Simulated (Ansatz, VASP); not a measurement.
**Ni in VASP and in Ansatz**

```xyz
1
Lattice="0.0000 1.7561 1.7561 1.7561 0.0000 1.7561 1.7561 1.7561 0.0000" Properties=species:S:1:pos:R:3 pbc="T T T"
Ni    0.0000    0.0000    0.0000
```

Alike in both runs: functional PBE; k mesh 21 × 21 × 21; occupations fermi-dirac, width 0.05 eV; no spin polarisation.

Ansatz relaxed the structure, and its values are those at the end. VASP's run is a single point on that final structure, the one shown.

|  | VASP | Ansatz |
| --- | --- | --- |
| version | VASP 6.6.1 | Ansatz 0.2.0 |
| potentials or method | VASP PAW PBE potentials, release 64 (Ni) | PAW with Ansatz's default frozen-core files, scalar-relativistic |
| plane-wave cutoff (eV) | 520 | 420 |
| valence electrons in the cell | 10 | 18 |

|  | VASP | Ansatz | Ansatz less VASP |
| --- | --- | --- | --- |
| pressure (GPa) | 0.0 | 0.0 | -0.01 |

The functional is the same, so the differences come from potentials, cutoffs and numerics. VASP's potentials hold 10 valence electrons a cell and Ansatz's 18, so a difference there can come from the potentials and not from the codes.
